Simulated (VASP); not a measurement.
# Pt (Fm-3m) in VASP: further runs

Pt is run at these levels: PBEsol; tasks: single point, relaxation of cell and atoms.

All numbers are computed with VASP 6.6.1; they aren't measurements. Logs are shortened: lines on timing, memory, paths and dates and some standing lists are left out, and cuts for length are marked.

## Step 1: The cell of the first run

Symmetry: Fm-3m, No. 225, cubic system. The conventional cell has a = 3.916 Å, b = 3.916 Å, c = 3.916 Å, α = 90.00°, β = 90.00°, γ = 90.00°. Within 3.6 Å of Pt (site symmetry m-3m) lie 12 Pt at 2.77 Å.

## Step 2: Single point, PBEsol

Input file INCAR:

```
SYSTEM = Pt
  PREC = Accurate
  ENCUT = 520
  EDIFF = 1E-7
  ISMEAR = 1
  SIGMA = 0.05
  LREAL = .FALSE.
  LASPH = .TRUE.
  NELM = 100
  ALGO = Normal
  ISIF = 2
  LWAVE = .FALSE.
  LCHARG = .FALSE.
  GGA = PS
  NBANDS = 11
```

Input file KPOINTS:

```
regular mesh
0
G
  9 9 9
  0 0 0
```

Input file POSCAR:

```
Pt
1.0
    0.0000000000      1.9579356037      1.9579356037
    1.9579356037      0.0000000000      1.9579356037
    1.9579356037      1.9579356037      0.0000000000
Pt
1
Direct
    0.0000000000      0.0000000000      0.0000000000
```

Potentials or basis: VASP PAW PBE potentials, release 64 (Pt).

On the command line:

```bash
> cat potpaw_PBE.64/Pt/POTCAR > POTCAR
> mpirun -np 1 vasp_std > vasp.out
```

OUTCAR:

```text
SYSTEM = Pt
   PREC = Accurate
   ENCUT = 520
   EDIFF = 1E-7
   ISMEAR = 1
   LREAL = .FALSE.
   LASPH = .TRUE.
   NELM = 100
   ISIF = 2
   GGA = PS

 ion  position               nearest neighbor table
   1  0.000  0.000  0.000-

  LATTYP: Found a face centered cubic cell.
 ALAT       =     3.9158712074

  Lattice vectors:

 A1 = (   0.0000000000,   1.9579356037,   1.9579356037)
 A2 = (   1.9579356037,   0.0000000000,   1.9579356037)
 A3 = (   1.9579356037,   1.9579356037,   0.0000000000)

Analysis of symmetry for initial positions (statically):
=====================================================================
 Subroutine PRICEL returns:
 Original cell was already a primitive cell.

 Routine SETGRP: Setting up the symmetry group for a
 face centered cubic supercell.

 Subroutine GETGRP returns: Found 48 space group operations
 (whereof 48 operations were pure point group operations)
 out of a pool of 48 trial point group operations.

The static configuration has the point symmetry O_h .

Analysis of symmetry for dynamics (positions and initial velocities):
=====================================================================
 Subroutine PRICEL returns:
 Original cell was already a primitive cell.

 Routine SETGRP: Setting up the symmetry group for a
 face centered cubic supercell.

 Subroutine GETGRP returns: Found 48 space group operations
 (whereof 48 operations were pure point group operations)
 out of a pool of 48 trial point group operations.

The dynamic configuration has the point symmetry O_h .

 Subroutine INISYM returns: Found 48 space group operations
 (whereof 48 operations are pure point group operations),
 and found     1 'primitive' translations

----------------------------------------------------------------------------------------

                                     Primitive cell

  volume of cell :      15.0115

  direct lattice vectors                    reciprocal lattice vectors
     0.000000000  1.957935604  1.957935604    -0.255371014  0.255371014  0.255371014
     1.957935604  0.000000000  1.957935604     0.255371014 -0.255371014  0.255371014
     1.957935604  1.957935604  0.000000000     0.255371014  0.255371014 -0.255371014

  length of vectors
     2.768939085  2.768939085  2.768939085     0.442315571  0.442315571  0.442315571

  position of ions in fractional coordinates (direct lattice)
     0.000000000  0.000000000  0.000000000

  ion indices of the primitive-cell ions
   primitive index   ion index
                 1           1

----------------------------------------------------------------------------------------

 KPOINTS: regular mesh

Automatic generation of k-mesh.
 Grid dimensions read from file:
 generate k-points for:    9    9    9

 Generating k-lattice:

  Cartesian coordinates                     Fractional coordinates (reciprocal lattice)
    -0.028374557  0.028374557  0.028374557     0.111111111  0.000000000  0.000000000
     0.028374557 -0.028374557  0.028374557     0.000000000  0.111111111  0.000000000
     0.028374557  0.028374557 -0.028374557     0.000000000  0.000000000  0.111111111

  Length of vectors
     0.049146175  0.049146175  0.049146175

  Shift w.r.t. Gamma in fractional coordinates (k-lattice)
     0.000000000  0.000000000  0.000000000

 Subroutine IBZKPT returns following result:
 ===========================================

 Found     35 irreducible k-points:

 Following reciprocal coordinates:
            Coordinates               Weight
  0.000000  0.000000  0.000000      1.000000
  0.111111  0.000000  0.000000      8.000000
  0.222222  0.000000  0.000000      8.000000
  0.333333  0.000000  0.000000      8.000000
  0.444444  0.000000  0.000000      8.000000
  0.111111  0.111111  0.000000      6.000000
[... 16 lines left out ...]
 -0.333333  0.333333  0.000000     12.000000
  0.444444  0.444444  0.000000      6.000000
 [... further k-points ...]
   k-points           NKPTS =     35   k-points in BZ     NKDIM =     35   number of bands    NBANDS=     11
   number of dos      NEDOS =    301   number of ions     NIONS =      1
   total plane-waves  NPLWV =  13824
   dimension x,y,z NGX =    24 NGY =   24 NGZ =   24
   dimension x,y,z NGXF=    48 NGYF=   48 NGZF=   48
   ions per type =               1
   NGX,Y,Z   is equivalent  to a cutoff of  14.41, 14.41, 14.41 a.u.
   NGXF,Y,Z  is equivalent  to a cutoff of  28.82, 28.82, 28.82 a.u.
 SYSTEM =  Pt
   PREC   = accura    normal or accurate (medium, high low for compatibility)
   ISTART =      0    job   : 0-new  1-cont  2-samecut
   ICHARG =      2    charge: 1-file 2-atom 10-const
   ISPIN  =      1    spin polarized calculation?
   LNONCOLLINEAR =      F non collinear calculations
   LSORBIT =      F    spin-orbit coupling
   LASPH  =      T    aspherical Exc in radial PAW
   ENCUT  =  520.0 eV  38.22 Ry    6.18 a.u.   5.15  5.15  5.15*2*pi/ulx,y,z
   NELM   =    100;   NELMIN=  2; NELMDL= -5     # of ELM steps
   EDIFF  = 0.1E-06   stopping-criterion for ELM
   LREAL  =      F    real-space projection
   EDIFFG = 0.1E-05   stopping-criterion for IOM
   NSW    =      0    number of steps for IOM
   IBRION =     -1    ionic relax: 0-MD 1-quasi-New 2-CG
   NFREE  =      0    steps in history (QN), initial steepest desc. (CG)
   ISIF   =      2    stress and relaxation
   ISYM   =      2    0-nonsym 1-usesym 2-fastsym
   POTIM  = 0.5000    time-step for ionic-motion
   TEBEG  =    0.0;   TEEND  =   0.0 temperature during run
   PSTRESS=    0.0 pullay stress
   NELECT =      10.0000    total number of electrons
   NUPDOWN=      -1.0000    fix difference up-down
   EMIN   =  10.00;   EMAX   =-10.00  energy-range for DOS
   EFERMI =   0.00;   METHOD = LEGACY
   ISMEAR =     1;   SIGMA  =   0.05  broadening in eV -4-tet -1-fermi 0-gaus
   EFERMI_NEDOS =   21; number of points for ismear=-14 and -15
   IALGO  =     38    algorithm
   IMIX   =      4    mixing-type and parameters
     AMIX     =   0.40;   BMIX     =  1.00
     AMIX_MAG =   1.60;   BMIX_MAG =  1.00
  volume/ion in A,a.u.               =      15.01       101.30
  Fermi-wavevector in a.u.,A,eV,Ry     =   1.429771  2.701875 27.813636  2.044245
  Thomas-Fermi vector in A             =   2.549688
   LORBIT       =      0    0 simple, 1 ext, 2 COOP (PROOUT), +10 PAW based schemes
   GGA     = PS    functional components
   LHFCALC =     F    Hartree Fock is set to
   AEXX    =    0.0000 exact exchange contribution
   IVDW    =     0    specifies the selected vdW correction
   LEPSILON=     F    determine dielectric tensor
   LRPA    =     F    only Hartree local field effects (RPA)
 non-spin polarized calculation
 Methfessel and Paxton  Order N= 1 SIGMA  =   0.05
  energy-cutoff  :      520.00
  volume of cell :       15.01
 maximum number of plane-waves:       419
 NGX is ok and might be reduce to    24
   NGX = 11   NGY = 11   NGZ = 11

 number of electron      10.0000000 magnetization

 number of electron       9.9999999 magnetization

 Free energy of the ion-electron system (eV)
  ---------------------------------------------------
  ext. energy  EPLUGINS =         0.00000000
  ---------------------------------------------------
  free energy    TOTEN  =        -6.99418568 eV

  energy without entropy =       -6.99421017  energy(sigma->0) =       -6.99419384

 E-fermi :  11.2096     XC(G=0): -13.6544

 val. band max:       11.1554849504   @ k =   0.4444   0.4444   0.0000
 cond. band min:      11.2164866806   @ k =   0.4444   0.1111   0.0000
 fundamental gap:      0.0610017301
 Fermi energy:        11.2096292849

 k-point     1 :       0.0000    0.0000    0.0000
  band No.  band energies     occupation
      1       0.8366      2.00000
      2       7.3539      2.00000
      3       7.3539      2.00000
      4       7.3539      2.00000
      5       9.5531      2.00000
      6       9.5531      2.00000
      7      25.7932      0.00000
      8      30.7816      0.00000
      9      30.7816      0.00000
     10      30.7816      0.00000
     11      36.0958      0.00000

 k-point     2 :       0.1111    0.0000    0.0000
  band No.  band energies     occupation
      1       1.3259      2.00000
      2       7.1499      2.00000
      3       7.5362      2.00000
      4       7.5362      2.00000
      5       9.4624      2.00000
      6       9.4624      2.00000
      7      26.5271      0.00000
      8      28.6978      0.00000
      9      31.5369      0.00000
     10      31.5369      0.00000
     11      37.6932      0.00000

 k-point     3 :       0.2222    0.0000    0.0000
  band No.  band energies     occupation
      1       2.5653      2.00000
      2       6.9236      2.00000
      3       7.7515      2.00000
      4       7.7515      2.00000
      5       9.5809      2.00000
      6       9.5809      2.00000
      7      25.3804      0.00000
      8      27.6190      0.00000
      9      33.4485      0.00000
     10      33.4485      0.00000
     11      34.8407      0.00000

 k-point     4 :       0.3333    0.0000    0.0000
  band No.  band energies     occupation
      1       3.5837      2.00000
      2       7.5583      2.00000
      3       7.5583      2.00000
      4       7.8309      2.00000
      5      10.3574      2.00000
      6      10.3574      2.00000
      7      21.4951      0.00000
      8      26.5733      0.00000
      9      32.5769      0.00000
     10      32.5769      0.00000
     11      36.2564      0.00000

 k-point     5 :       0.4444    0.0000    0.0000
  band No.  band energies     occupation
      1       3.7660      2.00000
      2       7.3293      2.00000
      3       7.3293      2.00000
      4      10.0582      2.00000
      5      11.1178      2.02618
      6      11.1178      2.02618
      7      17.7680      0.00000
      8      25.4906      0.00000
      9      30.4554      0.00000
     10      30.4554      0.00000
     11      39.2439      0.00000
[... 211 lines left out ...]
 k-point    21 :       0.4444    0.3333    0.0000
  band No.  band energies     occupation
      1       4.4616      2.00000
      2       4.9777      2.00000
      3       9.0508      2.00000
      4      10.1922      2.00000
      5      11.3589     -0.00020
      6      12.4949      0.00000
      7      21.6539      0.00000
      8      24.5166      0.00000
      9      24.5998      0.00000
     10      31.4203      0.00000
     11      34.0208      0.00000

 k-point    22 :      -0.4444    0.3333    0.0000
  band No.  band energies     occupation
      1       4.7546      2.00000
      2       5.4973      2.00000
      3       8.3903      2.00000
      4       9.8190      2.00000
      5      11.2713     -0.07090
      6      16.0717      0.00000
      7      17.8987      0.00000
      8      22.6135      0.00000
      9      25.4473      0.00000
     10      31.2767      0.00000
     11      37.0318      0.00000

 k-point    23 :      -0.3333    0.3333    0.0000
  band No.  band energies     occupation
      1       5.2536      2.00000
      2       6.2370      2.00000
      3       7.4290      2.00000
      4       9.2849      2.00000
      5      10.5419      2.00000
      6      15.4862      0.00000
      7      19.9613      0.00000
      8      20.9011      0.00000
      9      27.9111      0.00000
     10      30.1055      0.00000
     11      37.7848      0.00000

 k-point    24 :       0.4444    0.4444    0.0000
  band No.  band energies     occupation
      1       4.0920      2.00000
      2       4.5591      2.00000
      3      11.1555      2.06346
      4      11.4639     -0.00000
      5      11.4639     -0.00000
      6      12.0721     -0.00000
      7      21.1365      0.00000
      8      22.9369      0.00000
      9      22.9369      0.00000
     10      31.1355      0.00000
     11      34.4028      0.00000

 [... further k-points ...]

------------------------ aborting loop because EDIFF is reached ----------------------------------------

  FORCE on cell =-STRESS in cart. coord.  units (eV):
  Direction    XX          YY          ZZ          XY          YZ          ZX
  --------------------------------------------------------------------------------------
  -------------------------------------------------------------------------------------
  Total       -0.0383154     -0.0383154     -0.0383154     -0.0000000     -0.0000000      0.0000000
  in kB       -4.0893933     -4.0893933     -4.0893933     -0.0000000     -0.0000000      0.0000000
  external PRESSURE =      -4.0893933 kB  Pullay stress =       0.0000000 kB

 VOLUME and BASIS-vectors are now :
 -----------------------------------------------------------------------------
  energy-cutoff  :      520.00
  volume of cell :       15.01
      direct lattice vectors                 reciprocal lattice vectors
     0.000000000  1.957935604  1.957935604    -0.255371014  0.255371014  0.255371014
     1.957935604  0.000000000  1.957935604     0.255371014 -0.255371014  0.255371014
     1.957935604  1.957935604  0.000000000     0.255371014  0.255371014 -0.255371014

 POSITION                                       TOTAL-FORCE (eV/Angst)
 -----------------------------------------------------------------------------------
      0.00000      0.00000      0.00000         0.000000      0.000000      0.000000
 -----------------------------------------------------------------------------------
    total drift:                               -0.000000      0.000000     -0.000000

  FREE ENERGIE OF THE ION-ELECTRON SYSTEM (eV)
  ---------------------------------------------------
  free  energy   TOTEN  =        -6.9941856795 eV

  energy  without entropy=       -6.9942101686  energy(sigma->0) =       -6.99419384
```

Run time: 9.1 s. Hardware: 1 thread of Intel Xeon 8259CL, shared host; peak memory 0.14 GiB.

What came out:

- Free energy: -6.9942 eV
- Pressure: -0.4 GPa
- Band gap on the k mesh: zero (band 5 reaches 11.55 eV, above the bottom of band 6 at 9.46 eV)

Caveat: the PAW data sets were made with another functional, which shifts forces and pressure a little; spin-orbit coupling is left out, which moves the levels of the heavy elements.

## Step 3: Relaxation of cell and atoms, PBEsol

This run uses another cell than the first one, of 15.08 Å³/atom, 1.005 times its volume.

Input file INCAR:

```
ALGO = Normal
EDIFF = 1E-6
EDIFFG = -0.02
ENCUT = 600
GGA = PS
IBRION = 2
ISIF = 3
ISMEAR = 1
LASPH = True
LCHARG = False
LREAL = False
LWAVE = False
NELM = 80
NSW = 80
PREC = Accurate
SIGMA = 0.05
```

Input file KPOINTS:

```
k-points
0
Gamma
  9 9 9
```

Input file POSCAR:

```
Pt
1.0
    0.0000000000      1.9609000000      1.9609000000
    1.9609000000      0.0000000000      1.9609000000
    1.9609000000      1.9609000000      0.0000000000
Pt
1
Direct
    0.0000000000      0.0000000000      0.0000000000
```

Potentials or basis: VASP PAW PBE potentials, release 64 (Pt).

On the command line:

```bash
> cat potpaw_PBE.64/Pt/POTCAR > POTCAR
> mpirun -np 1 vasp_std > vasp.out
```

Wall time 19 s (1 thread of Intel Xeon 8259CL, shared host); peak memory 0.15 GiB.

The run converged. Its results:

| Item | Value |
| --- | --- |
| Free energy | -6.9942 eV |
| Relaxed volume | 15.00 Å³/atom |
| Relaxed cell | a = 2.768 Å, b = 2.768 Å, c = 2.768 Å, α = 60.00°, β = 60.00°, γ = 60.00° |
| Space group after relaxing (to 0.05 Å) | Fm-3m (No. 225) |
| Energy gained by relaxing | 0.4 meV/atom |
| Ionic steps | 3 |
| Pressure after relaxing | 0.0 GPa |
| Band gap on the k mesh | zero (band 5 reaches 11.57 eV, above the bottom of band 6 at 9.48 eV) |

Step by step:
```
step  energy change (eV)  largest force (eV/Å)  pressure (GPa)  volume (Å³)
   1              0.0000                0.0000           -1.61        15.08
   2              0.0033                0.0000            5.04        14.75
   3             -0.0004                0.0000            0.00        15.00
```

Final structure:
```
Pt
1.0
     0.00000    1.95724    1.95724
     1.95724    0.00000    1.95724
     1.95724    1.95724    0.00000
Pt
1
Direct
  0.00000 0.00000 0.00000
```

Levels at points of the mesh, in eV from the Fermi level:
```csv
k point,band 2,band 3,band 4,band 5,band 6,band 7,band 8,band 9
"(0.00, 0.00, 0.00)",-3.86,-3.86,-3.86,-1.66,-1.66,14.58,19.57,19.57
```

Caveat: the PAW data sets were made with another functional, which shifts forces and pressure a little; spin-orbit coupling is left out, which moves the levels of the heavy elements.
